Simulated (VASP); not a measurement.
A run of VASP 6.6.1 is set up as follows.

File INCAR:

```
  PREC = Accurate
  ENCUT = 600
  EDIFF = 1E-6
  ISMEAR = 0
  SIGMA = 0.1
  LREAL = False
  LASPH = True
  NELM = 120
  ALGO = Normal
  ISIF = 2
  LWAVE = False
  LCHARG = True
  GGA = PE
  LELF = True
  LVHAR = True
  NBANDS = 11
  GGA_COMPAT = False
```

Contents of KPOINTS:

```
Automatic mesh
0
Gamma
  6 6 6
```

Contents of POSCAR:

```
BeS
1.0
    0.0000000000      2.4699941500      2.4699941500
    2.4699941500      0.0000000000      2.4699941500
    2.4699941500      2.4699941500      0.0000000000
Be S
1 1
Direct
    0.0000000000      0.0000000000      0.0000000000
    0.7500000000      0.7500000000      0.7500000000
```

Potentials or basis: VASP PAW PBE potentials, release 64 (Be, S).

Command:

```console
$ cat potpaw_PBE.64/Be/POTCAR potpaw_PBE.64/S/POTCAR > POTCAR
$ mpirun -np 1 vasp_std > vasp.out
```

Q: Estimate the band gap on the k mesh.

A: 3.23 eV, indirect (least direct gap 5.43 eV).

Q: What does it give for the pressure?

A: -3.3 GPa.

Caveat: the cell differs from its parent crystal (Se replaced by S, lengths x 0.958, strained). A k mesh can miss the band edges.
